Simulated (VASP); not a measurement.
A run of VASP 6.6.1:

Contents of INCAR:

```
SYSTEM = ZnS
ALGO = Normal ; EDIFF = 1E-6
ENCUT = 500 ; GGA = PS
GGA_COMPAT = .False. ; ISIF = 2
ISMEAR = 0 ; LASPH = .True.
LCHARG = .False. ; LDAU = .True.
LDAUJ = 0 0 ; LDAUL = 2 -1
LDAUPRINT = 1 ; LDAUTYPE = 2
LDAUU = 4 0 ; LREAL = .False.
LWAVE = .False. ; NBANDS = 36
NELM = 200 ; PREC = Accurate
SIGMA = 0.01
```

File KPOINTS:

```
k-points
0
Gamma
  6 6 6
  0 0 0
```

File POSCAR:

```
ZnS
1.0
    1.9030712000      1.0987386696      9.3519478333
   -1.9030712000      1.0987386696      9.3519478333
    0.0000000000     -2.1974773392      9.3519478333
Zn S
3 3
Direct
    0.9999711367      0.9999711367      0.9999711367
    0.2222694100      0.2222694100      0.2222694100
    0.4446134433      0.4446134433      0.4446134433
    0.0832671700      0.0832671700      0.0832671700
    0.5278423033      0.5278423033      0.5278423033
    0.3053625400      0.3053625400      0.3053625400
```

Potentials or basis: VASP PAW PBE potentials, release 64 (Zn, S).

The run is started by

```bash
$ cat potpaw_PBE.64/Zn/POTCAR potpaw_PBE.64/S/POTCAR > POTCAR
$ mpirun -np 1 vasp_std > vasp.out
```

Hardware: 1 thread of AMD EPYC 9R45 96-Core Processor (Zen 5) (shared host).

Question: How long does it take, and how much memory?

Answer: Wall time 7.3 min on 1 thread of AMD EPYC 9R45 96-Core Processor (Zen 5), with other jobs on the host, peak memory 0.65 GiB. Counts: scf iterations 14, k points 32.
